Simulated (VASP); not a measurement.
# C (Fddd) in VASP: notebook

Runs on C. Level: LDA. Tasks: single point.

All numbers are computed with VASP 6.6.1; they aren't measurements. Logs are shortened: lines on timing, memory, paths and dates and some standing lists are left out, and cuts for length are marked.

## 1. The cell of the first run

Symmetry: Fddd, No. 70, orthorhombic system. Conventional cell: a = 2.909 Å, b = 3.717 Å, c = 3.969 Å, α = 90.00°, β = 90.00°, γ = 90.00°. C (site symmetry 222) has 4 C at 1.54 Å within 2.1 Å.

## 2. Single point, LDA

INCAR

```
SYSTEM = C
ALGO = Normal ; EDIFF = 1E-6
ENCUT = 520 ; ISIF = 2
ISMEAR = 0 ; LASPH = .True.
LCHARG = .False. ; LREAL = .False.
LWAVE = .False. ; NBANDS = 11
NELM = 100 ; PREC = Accurate
SIGMA = 0.05
```

KPOINTS

```
k-points
0
Gamma
  12 12 12
  0 0 0
```

POSCAR

```
C
1.0
    0.0000000000      1.9842841573      1.8584730372
    1.4545531253      0.0000000000      1.8584730372
    1.4545531253      1.9842841573      0.0000000000
C
2
Direct
    0.5000000000      0.5000000000      0.5000000000
    0.7500000000      0.7500000000      0.7500000000
```

Potentials or basis: VASP PAW LDA potentials, release 64 (C).

The run is started by

```bash
cat potpaw_LDA.64/C/POTCAR > POTCAR
mpirun -np 1 vasp_std > vasp.out
```

OUTCAR:

```text
SYSTEM = C
   EDIFF = 1E-6
   ENCUT = 520
   ISIF = 2
   ISMEAR = 0
   LASPH = .True.
   LREAL = .False.
   NELM = 100
   PREC = Accurate

 ion  position               nearest neighbor table
   1  0.500  0.500  0.500-   2 1.54   2 1.54   2 1.54   2 1.54
   2  0.750  0.750  0.750-   1 1.54   1 1.54   1 1.54   1 1.54

  LATTYP: Found a face centered orthorhombic cell.
 ALAT       =     2.9091062506
 B/A-ratio  =     1.2776934750
 C/A-ratio  =     1.3641881639

  Lattice vectors:

 A1 = (   0.0000000000,   1.9842841573,  -1.8584730372)
 A2 = (   1.4545531253,   1.9842841573,   0.0000000000)
 A3 = (   1.4545531253,   0.0000000000,  -1.8584730372)

Analysis of symmetry for initial positions (statically):
=====================================================================
 Subroutine PRICEL returns:
 Original cell was already a primitive cell.

 Routine SETGRP: Setting up the symmetry group for a
 face centered orthorhombic supercell.

 Subroutine GETGRP returns: Found  8 space group operations
 (whereof  4 operations were pure point group operations)
 out of a pool of  8 trial point group operations.

The static configuration has the point symmetry D_2 .
 The point group associated with its full space group is D_2h.

Analysis of symmetry for dynamics (positions and initial velocities):
=====================================================================
 Subroutine PRICEL returns:
 Original cell was already a primitive cell.

 Routine SETGRP: Setting up the symmetry group for a
 face centered orthorhombic supercell.

 Subroutine GETGRP returns: Found  8 space group operations
 (whereof  4 operations were pure point group operations)
 out of a pool of  8 trial point group operations.

The dynamic configuration has the point symmetry D_2 .
 The point group associated with its full space group is D_2h.

 Subroutine INISYM returns: Found  8 space group operations
 (whereof  4 operations are pure point group operations),
 and found     1 'primitive' translations

----------------------------------------------------------------------------------------

                                     Primitive cell

  volume of cell :      10.7280

  direct lattice vectors                    reciprocal lattice vectors
     0.000000000  1.984284157  1.858473037    -0.343748187  0.251980039  0.269038070
     1.454553125  0.000000000  1.858473037     0.343748187 -0.251980039  0.269038070
     1.454553125  1.984284157  0.000000000     0.343748187  0.251980039 -0.269038070

[... 85 lines left out ...]
   EDIFFG = 0.1E-04   stopping-criterion for IOM
   NSW    =      0    number of steps for IOM
   IBRION =     -1    ionic relax: 0-MD 1-quasi-New 2-CG
   NFREE  =      0    steps in history (QN), initial steepest desc. (CG)
   ISIF   =      2    stress and relaxation
   ISYM   =      2    0-nonsym 1-usesym 2-fastsym
   POTIM  = 0.5000    time-step for ionic-motion
   TEBEG  =    0.0;   TEEND  =   0.0 temperature during run
   PSTRESS=    0.0 pullay stress
   NELECT =       8.0000    total number of electrons
   NUPDOWN=      -1.0000    fix difference up-down
   EMIN   =  10.00;   EMAX   =-10.00  energy-range for DOS
   EFERMI =   0.00;   METHOD = LEGACY
   ISMEAR =     0;   SIGMA  =   0.05  broadening in eV -4-tet -1-fermi 0-gaus
   EFERMI_NEDOS =   21; number of points for ismear=-14 and -15
   IALGO  =     38    algorithm
   IMIX   =      4    mixing-type and parameters
     AMIX     =   0.40;   BMIX     =  1.00
     AMIX_MAG =   1.60;   BMIX_MAG =  1.00
  volume/ion in A,a.u.               =       5.36        36.20
  Fermi-wavevector in a.u.,A,eV,Ry     =   1.484562  2.805415 29.986199  2.203923
  Thomas-Fermi vector in A             =   2.598083
   LORBIT       =      0    0 simple, 1 ext, 2 COOP (PROOUT), +10 PAW based schemes
   GGA     = CA    functional components
   LHFCALC =     F    Hartree Fock is set to
   AEXX    =    0.0000 exact exchange contribution
   IVDW    =     0    specifies the selected vdW correction
   LEPSILON=     F    determine dielectric tensor
   LRPA    =     F    only Hartree local field effects (RPA)
 non-spin polarized calculation
 Gauss-broadening in eV      SIGMA  =   0.05
  energy-cutoff  :      520.00
  volume of cell :       10.73
 maximum number of plane-waves:       301
   NGX = 11   NGY =  9   NGZ =  9

 number of electron       7.9999999 magnetization

 Free energy of the ion-electron system (eV)
  ---------------------------------------------------
  ext. energy  EPLUGINS =         0.00000000
  ---------------------------------------------------
  free energy    TOTEN  =       -18.78187228 eV

  energy without entropy =      -18.78180422  energy(sigma->0) =      -18.78183825

 E-fermi :  11.4568     XC(G=0): -13.8543

 val. band max:       11.4359185395   @ k =  -0.0833   0.4167   0.3333
 cond. band min:      11.5230948177   @ k =   0.0000   0.5000   0.5000
 fundamental gap:      0.0871762781
 Fermi energy:        11.4568350622

 k-point     1 :       0.0000    0.0000    0.0000
  band No.  band energies     occupation
      1     -11.4147      2.00000
      2       8.6790      2.00000
      3      10.3685      2.00000
      4      12.9044      0.00000
      5      14.9393      0.00000
      6      17.9088      0.00000
      7      18.7039      0.00000
      8      24.2815      0.00000
      9      30.9130      0.00000
     10      31.4016      0.00000
     11      33.7259      0.00000
[... 309 lines left out ...]
 k-point    24 :      -0.4167    0.1667    0.0000
  band No.  band energies     occupation
      1      -4.3441      2.00000
      2      -2.3825      2.00000
      3       3.9096      2.00000
      4       7.5929      2.00000
      5      16.6997      0.00000
      6      19.7580      0.00000
      7      23.9276      0.00000
      8      26.3397      0.00000
      9      32.2177      0.00000
     10      34.1241      0.00000
     11      39.5282      0.00000

 [... further k-points ...]
[... 5 lines left out ...]
  --------------------------------------------------------------------------------------
  -------------------------------------------------------------------------------------
  Total        9.2767651     -6.4558884      0.0833491      0.0000000      0.0000000      0.0000000
  in kB     1385.4390597   -964.1550596     12.4477826      0.0000000      0.0000000      0.0000000
  external PRESSURE =     144.5772609 kB  Pullay stress =       0.0000000 kB

 VOLUME and BASIS-vectors are now :
 -----------------------------------------------------------------------------
  energy-cutoff  :      520.00
  volume of cell :       10.73
      direct lattice vectors                 reciprocal lattice vectors
     0.000000000  1.984284157  1.858473037    -0.343748187  0.251980039  0.269038070
     1.454553125  0.000000000  1.858473037     0.343748187 -0.251980039  0.269038070
     1.454553125  1.984284157  0.000000000     0.343748187  0.251980039 -0.269038070

 POSITION                                       TOTAL-FORCE (eV/Angst)
 -----------------------------------------------------------------------------------
      1.45455      1.98428      1.85847         0.000000      0.000000     -0.000000
      2.18183      2.97643      2.78771         0.000000      0.000000      0.000000
 -----------------------------------------------------------------------------------
    total drift:                                0.000000     -0.000000      0.000000

  FREE ENERGIE OF THE ION-ELECTRON SYSTEM (eV)
  ---------------------------------------------------
  free  energy   TOTEN  =       -18.7818722817 eV

  energy  without entropy=      -18.7818042203  energy(sigma->0) =      -18.78183825
```

OSZICAR:

```text
N       E                     dE             d eps       ncg     rms          rms(c)
DAV:   1    -0.807500901410E+00   -0.80750E+00   -0.48370E+03  6499   0.705E+02
DAV:   2    -0.191984115481E+02   -0.18391E+02   -0.17676E+02  7937   0.126E+02
DAV:   3    -0.195394425568E+02   -0.34103E+00   -0.34003E+00  7081   0.130E+01
DAV:   4    -0.195399654840E+02   -0.52293E-03   -0.52292E-03  6607   0.645E-01
DAV:   5    -0.195399661108E+02   -0.62684E-06   -0.62728E-06  7035   0.206E-02    0.571E+00
DAV:   6    -0.189738644845E+02    0.56610E+00   -0.29583E-01  6331   0.384E+00    0.329E+00
DAV:   7    -0.187819865546E+02    0.19188E+00   -0.33420E-01  6583   0.411E+00    0.730E-01
DAV:   8    -0.187818726944E+02    0.11386E-03   -0.78337E-03  6667   0.756E-01    0.336E-02
DAV:   9    -0.187818713208E+02    0.13737E-05   -0.89266E-06  6988   0.270E-02    0.192E-02
DAV:  10    -0.187818722817E+02   -0.96093E-06   -0.57421E-07  4526   0.658E-03
   1 F= -.18781872E+02 E0= -.18781838E+02  d E =-.680614E-04
```

stdout:

```text
POSCAR found type information on POSCAR C
 POSCAR found :  1 types and       2 ions
 scaLAPACK will be used
 LDA part: xc-table for (Slater(with rela. corr.)+CA(PZ))
 , standard interpolation
 POSCAR, INCAR and KPOINTS ok, starting setup
 FFT: planning ... GRIDC
 FFT: planning ... GRID_SOFT
 FFT: planning ... GRID
 WAVECAR not read
 entering main loop
```

Run time: 15 s. Hardware: 1 thread of Intel Xeon 6975P-C, shared host; peak memory 0.13 GiB.

Results:

```yaml
Free_energy: -18.7819 eV
Pressure: 14.5 GPa
Band_gap_on_the_k_mesh: zero (band 4 reaches 12.90 eV, above the bottom of band 5 at 10.59 eV)
```

Levels at points of the mesh, in eV from the Fermi level:
```
           k point  band 1  band 2  band 3  band 4  band 5  band 6  band 7  band 8
(0.00, 0.00, 0.00)  -22.87   -2.78   -1.09    1.45    3.48    6.45    7.25   12.82
(0.50, 0.00, 0.00)  -16.33  -14.54   -5.77   -1.85    3.75    6.66   12.08   15.87
(0.50, 0.50, 0.00)  -14.63  -14.63   -5.76   -5.76    6.35    6.35   12.77   12.77
(0.50, 0.00, 0.50)  -15.63  -15.63   -4.82   -4.82    7.81    7.81   13.62   13.62
(0.00, 0.50, 0.50)  -10.44  -10.44   -9.79   -9.79    0.07    0.07   16.73   16.73
```

Caveat: the cell differs from its parent crystal (strain +e along x and -e along y -0.1500, strain +e along z and -e/2 along x and y +0.0525).

[end of part 1 of 3]
